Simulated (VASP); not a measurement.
# Y3Si2F (P6/mmm) in VASP: relaxation of cell and atoms with PBE

Aim: the relaxation of cell and atoms of Y3Si2F with PBE.

All numbers are computed with VASP 6.6.1; they aren't measurements. Logs are shortened: lines on timing, memory, paths and dates and some standing lists are left out, and cuts for length are marked.

## Step 1: The cell of the first run

The structure is hexagonal, space group P6/mmm (No. 191). Conventional cell: a = 7.445 Å, b = 7.445 Å, c = 3.769 Å, α = 90.00°, β = 90.00°, γ = 120.00°. Within 3.8 Å of Y (site symmetry mmm) lie 4 Si at 2.86 Å and 6 Y at 3.72 to 3.77 Å. Si (site symmetry -6m2) has 6 Y at 2.86 Å and 2 Si at 3.77 Å within 3.8 Å. Within 4.9 Å of F (site symmetry 6/mmm) lie 2 F at 3.77 Å and 12 Y at 4.17 Å and 6 Si at 4.30 Å.

The cell was generated, and may not be a known phase.

## Step 2: Relaxation of cell and atoms, PBE

The input, INCAR:

```
SYSTEM = Y3Si2F
PREC = Accurate
ENCUT = 600
EDIFF = 1E-6
ISMEAR = 0
SIGMA = 0.01
LREAL = .False.
LASPH = .True.
NELM = 80
ALGO = Normal
ISIF = 3
LWAVE = .False.
LCHARG = .False.
GGA = PE
IBRION = 2
NSW = 100
EDIFFG = -0.01
```

The input, KPOINTS:

```
Automatic mesh
0
Gamma
  6 6 10
  0 0 0
```

The input, POSCAR:

```
Y3Si2F
1.0
    7.4451073493      0.0000000000      0.0000000000
   -3.7225536747      6.4476520984      0.0000000000
    0.0000000000      0.0000000000      3.7690387531
Y Si F
3 2 1
Direct
    0.5000000000      0.0000000000      0.5000000000
    0.5000000000      0.5000000000      0.5000000000
    0.0000000000      0.5000000000      0.5000000000
    0.3333333333      0.6666666667      0.0000000000
    0.6666666667      0.3333333333      0.0000000000
    0.0000000000      0.0000000000      0.0000000000
```

Potentials or basis: VASP PAW PBE potentials, release 64 (Y_sv, Si, F).

Command:

```console
$ cat potpaw_PBE.64/Y_sv/POTCAR potpaw_PBE.64/Si/POTCAR potpaw_PBE.64/F/POTCAR > POTCAR
$ mpirun -np 1 vasp_std > vasp.out
```

OUTCAR:

```text
SYSTEM = Y3Si2F
   PREC = Accurate
   ENCUT = 600
   EDIFF = 1E-6
   ISMEAR = 0
   LREAL = .False.
   LASPH = .True.
   NELM = 80
   ISIF = 3
   GGA = PE
   IBRION = 2
   NSW = 100
   EDIFFG = -0.01

 ion  position               nearest neighbor table
   1  0.500  0.000  0.500-   4 2.86   5 2.86   4 2.86   5 2.86   3 3.72   3 3.72   2 3.72   2 3.72

   2  0.500  0.500  0.500-   4 2.86   5 2.86   4 2.86   5 2.86   3 3.72   3 3.72   1 3.72   1 3.72

   3  0.000  0.500  0.500-   4 2.86   5 2.86   4 2.86   5 2.86   1 3.72   1 3.72   2 3.72   2 3.72

   4  0.333  0.667  0.000-   3 2.86   3 2.86   1 2.86   1 2.86   2 2.86   2 2.86
   5  0.667  0.333  0.000-   3 2.86   3 2.86   1 2.86   1 2.86   2 2.86   2 2.86
   6  0.000  0.000  0.000-

  LATTYP: Found a hexagonal cell.
 ALAT       =     7.4451073493
 C/A-ratio  =     0.5062437083

  Lattice vectors:

 A1 = (   7.4451073493,   0.0000000000,   0.0000000000)
 A2 = (  -3.7225536747,   6.4476520984,   0.0000000000)
 A3 = (   0.0000000000,   0.0000000000,   3.7690387531)

Analysis of symmetry for initial positions (statically):
=====================================================================
 Subroutine PRICEL returns:
 Original cell was already a primitive cell.

 Routine SETGRP: Setting up the symmetry group for a
 hexagonal supercell.

 Subroutine GETGRP returns: Found 24 space group operations
 (whereof 24 operations were pure point group operations)
 out of a pool of 24 trial point group operations.

The static configuration has the point symmetry D_6h.

Analysis of symmetry for dynamics (positions and initial velocities):
=====================================================================
 Subroutine PRICEL returns:
 Original cell was already a primitive cell.

 Routine SETGRP: Setting up the symmetry group for a
 hexagonal supercell.

 Subroutine GETGRP returns: Found 24 space group operations
 (whereof 24 operations were pure point group operations)
 out of a pool of 24 trial point group operations.

The dynamic configuration has the point symmetry D_6h.

 Subroutine INISYM returns: Found 24 space group operations
 (whereof 24 operations are pure point group operations),
 and found     1 'primitive' translations

----------------------------------------------------------------------------------------

                                     Primitive cell

  volume of cell :     180.9269

  direct lattice vectors                    reciprocal lattice vectors
     7.445107349  0.000000000  0.000000000     0.134316398  0.077547608  0.000000000
    -3.722553675  6.447652098  0.000000000     0.000000000  0.155095217  0.000000000
     0.000000000  0.000000000  3.769038753     0.000000000  0.000000000  0.265319639

  length of vectors
     7.445107349  7.445107349  3.769038753     0.155095217  0.155095217  0.265319639

  position of ions in fractional coordinates (direct lattice)
     0.500000000  0.000000000  0.500000000
     0.500000000  0.500000000  0.500000000
     0.000000000  0.500000000  0.500000000
     0.333333333  0.666666667  0.000000000
     0.666666667  0.333333333  0.000000000
     0.000000000  0.000000000  0.000000000

  ion indices of the primitive-cell ions
   primitive index   ion index
                 1           1
                 2           2
                 3           3
                 4           4
                 5           5
                 6           6

----------------------------------------------------------------------------------------

 KPOINTS: Automatic mesh

Automatic generation of k-mesh.
 Grid dimensions read from file:
 generate k-points for:    6    6   10

 Generating k-lattice:

  Cartesian coordinates                     Fractional coordinates (reciprocal lattice)
     0.022386066  0.012924601  0.000000000     0.166666667  0.000000000  0.000000000
     0.000000000  0.025849203  0.000000000     0.000000000  0.166666667  0.000000000
     0.000000000  0.000000000  0.026531964     0.000000000  0.000000000  0.100000000

  Length of vectors
     0.025849203  0.025849203  0.026531964

  Shift w.r.t. Gamma in fractional coordinates (k-lattice)
     0.000000000  0.000000000  0.000000000

 Subroutine IBZKPT returns following result:
 ===========================================

 Found     42 irreducible k-points:

 Following reciprocal coordinates:
            Coordinates               Weight
  0.000000  0.000000  0.000000      1.000000
  0.166667  0.000000  0.000000      6.000000
  0.333333  0.000000  0.000000      6.000000
  0.500000  0.000000  0.000000      3.000000
  0.166667  0.166667  0.000000      6.000000
  0.333333  0.166667  0.000000     12.000000
[... 16 lines left out ...]
  0.166667  0.000000  0.300000     12.000000
  0.333333  0.000000  0.300000     12.000000
 [... further k-points ...]
   k-points           NKPTS =     42   k-points in BZ     NKDIM =     42   number of bands    NBANDS=     28
   number of dos      NEDOS =    301   number of ions     NIONS =      6
   total plane-waves  NPLWV = 108000
   dimension x,y,z NGX =    60 NGY =   60 NGZ =   30
   dimension x,y,z NGXF=   120 NGYF=  120 NGZF=   60
   ions per type =               3   2   1
   NGX,Y,Z   is equivalent  to a cutoff of  13.40, 13.40, 13.23 a.u.
   NGXF,Y,Z  is equivalent  to a cutoff of  26.80, 26.80, 26.46 a.u.
 SYSTEM =  Y3Si2F
   PREC   = accura    normal or accurate (medium, high low for compatibility)
   ISTART =      0    job   : 0-new  1-cont  2-samecut
   ICHARG =      2    charge: 1-file 2-atom 10-const
   ISPIN  =      1    spin polarized calculation?
   LNONCOLLINEAR =      F non collinear calculations
   LSORBIT =      F    spin-orbit coupling
   LASPH  =      T    aspherical Exc in radial PAW
   ENCUT  =  600.0 eV  44.10 Ry    6.64 a.u.  14.87 14.87  7.53*2*pi/ulx,y,z
   NELM   =     80;   NELMIN=  2; NELMDL= -5     # of ELM steps
   EDIFF  = 0.1E-05   stopping-criterion for ELM
   LREAL  =      F    real-space projection
   EDIFFG = -.1E-01   stopping-criterion for IOM
   NSW    =    100    number of steps for IOM
   IBRION =      2    ionic relax: 0-MD 1-quasi-New 2-CG
   NFREE  =      1    steps in history (QN), initial steepest desc. (CG)
   ISIF   =      3    stress and relaxation
   ISYM   =      2    0-nonsym 1-usesym 2-fastsym
   POTIM  = 0.5000    time-step for ionic-motion
   TEBEG  =    0.0;   TEEND  =   0.0 temperature during run
   PSTRESS=    0.0 pullay stress
   NELECT =      48.0000    total number of electrons
   NUPDOWN=      -1.0000    fix difference up-down
   EMIN   =  10.00;   EMAX   =-10.00  energy-range for DOS
   EFERMI =   0.00;   METHOD = LEGACY
   ISMEAR =     0;   SIGMA  =   0.01  broadening in eV -4-tet -1-fermi 0-gaus
   EFERMI_NEDOS =   21; number of points for ismear=-14 and -15
   IALGO  =     38    algorithm
   IMIX   =      4    mixing-type and parameters
     AMIX     =   0.40;   BMIX     =  1.00
     AMIX_MAG =   1.60;   BMIX_MAG =  1.00
  volume/ion in A,a.u.               =      30.15       203.49
  Fermi-wavevector in a.u.,A,eV,Ry     =   1.051932  1.987863 15.055666  1.106560
  Thomas-Fermi vector in A             =   2.186994
   LORBIT       =      0    0 simple, 1 ext, 2 COOP (PROOUT), +10 PAW based schemes
   GGA     = PE    functional components
   LHFCALC =     F    Hartree Fock is set to
   AEXX    =    0.0000 exact exchange contribution
   IVDW    =     0    specifies the selected vdW correction
   LEPSILON=     F    determine dielectric tensor
   LRPA    =     F    only Hartree local field effects (RPA)
 conjugate gradient relaxation of ions
 non-spin polarized calculation
 Gauss-broadening in eV      SIGMA  =   0.01
  energy-cutoff  :      600.00
  volume of cell :      180.93
 maximum number of plane-waves:      6063
 NGX is ok and might be reduce to    60
   NGX = 29   NGY = 29   NGZ = 15

--------------------------------------- Ionic step        1  -------------------------------------------

 number of electron      48.0000008 magnetization

 Free energy of the ion-electron system (eV)
  ---------------------------------------------------
  ext. energy  EPLUGINS =         0.00000000
  ---------------------------------------------------
  free energy    TOTEN  =       -35.38864350 eV

  energy without entropy =      -35.38864350  energy(sigma->0) =      -35.38864350

------------------------ aborting loop because EDIFF is reached ----------------------------------------

  FORCE on cell =-STRESS in cart. coord.  units (eV):
  Direction    XX          YY          ZZ          XY          YZ          ZX
  --------------------------------------------------------------------------------------
  -------------------------------------------------------------------------------------
  Total       -0.1325131     -0.1325131     -0.3263395      0.0000000     -0.0000000      0.0000000
  in kB       -1.1734548     -1.1734548     -2.8898621      0.0000000     -0.0000000      0.0000000
  external PRESSURE =      -1.7455906 kB  Pullay stress =       0.0000000 kB
[... 65 lines left out ...]
  energy  without entropy=      -35.3890317359  energy(sigma->0) =      -35.38903174

--------------------------------------- Ionic step        3  -------------------------------------------

 number of electron      48.0000007 magnetization

 Free energy of the ion-electron system (eV)
  ---------------------------------------------------
  ext. energy  EPLUGINS =         0.00000000
  ---------------------------------------------------
  free energy    TOTEN  =       -35.38908342 eV

  energy without entropy =      -35.38908342  energy(sigma->0) =      -35.38908342

 E-fermi :   1.9346     XC(G=0):  -8.2494

 val. band max:        1.8676402138   @ k =   0.0000   0.0000   0.0000
 cond. band min:       2.0604050111   @ k =   0.0000   0.0000   0.5000
 fundamental gap:      0.1927647973
 Fermi energy:         1.9345679120

 k-point     1 :       0.0000    0.0000    0.0000
  band No.  band energies     occupation
      1     -41.0978      2.00000
      2     -41.0764      2.00000
      3     -41.0764      2.00000
      4     -21.3584      2.00000
      5     -21.3584      2.00000
      6     -21.2507      2.00000
[... 733 lines left out ...]
     27       3.1050      0.00000
     28       3.4224      0.00000

 [... further k-points ...]

------------------------ aborting loop because EDIFF is reached ----------------------------------------

  FORCE on cell =-STRESS in cart. coord.  units (eV):
  Direction    XX          YY          ZZ          XY          YZ          ZX
  --------------------------------------------------------------------------------------
  -------------------------------------------------------------------------------------
  Total        0.0110386      0.0110386     -0.0061681     -0.0000000     -0.0000000      0.0000000
  in kB        0.0981018      0.0981018     -0.0548167     -0.0000000     -0.0000000      0.0000000
  external PRESSURE =       0.0471290 kB  Pullay stress =       0.0000000 kB
[... 21 lines left out ...]
  FREE ENERGIE OF THE ION-ELECTRON SYSTEM (eV)
  ---------------------------------------------------
  free  energy   TOTEN  =       -35.3890834207 eV

  energy  without entropy=      -35.3890834207  energy(sigma->0) =      -35.38908342

 reached required accuracy - stopping structural energy minimisation
```

Wall time 12 min (1 thread of Intel Xeon Platinum 8375C at 2.90GHz (Ice Lake), shared host); peak memory 0.5 GiB.

Results:

```
Free energy                           : -35.3891 eV
Relaxed volume                        : 30.05 Å³/atom
Relaxed cell                          : a = 7.439 Å, b = 7.439 Å, c = 3.762 Å, α = 90.00°, β = 90.00°, γ = 120.00°
Space group after relaxing (to 0.1 Å) : P6/mmm (No. 191)
Energy gained by relaxing             : 0.1 meV/atom
Ionic steps                           : 3
Pressure after relaxing               : 0.0 GPa
Band gap on the k mesh                : 0.19 eV (least direct gap 0.22 eV)
```

Step by step:
| step | energy change (eV) | largest force (eV/Å) | pressure (GPa) | volume (Å³) |
| --- | --- | --- | --- | --- |
| 1 | 0.0000 | 0.0000 | -0.17 | 180.93 |
| 2 | -0.0004 | 0.0000 | 0.07 | 180.07 |
| 3 | -0.0004 | 0.0000 | 0.00 | 180.28 |

Final structure:
```cif
data_structure
_symmetry_space_group_name_H-M 'P 1'
_symmetry_Int_Tables_number 1
_cell_length_a 7.4391
_cell_length_b 7.4391
_cell_length_c 3.7616
_cell_angle_alpha 90.000
_cell_angle_beta 90.000
_cell_angle_gamma 120.000
_cell_volume 180.28
loop_
_atom_site_label
_atom_site_type_symbol
_atom_site_fract_x
_atom_site_fract_y
_atom_site_fract_z
_atom_site_occupancy
Y1 Y 0.50000 0.00000 0.50000 1
Y2 Y 0.50000 0.50000 0.50000 1
Y3 Y 0.00000 0.50000 0.50000 1
Si1 Si 0.33333 0.66667 0.00000 1
Si2 Si 0.66667 0.33333 0.00000 1
F1 F 0.00000 0.00000 0.00000 1
```

Caveat: semilocal functionals underestimate gaps, and a narrow one can read as zero. A k mesh can miss the band edges.
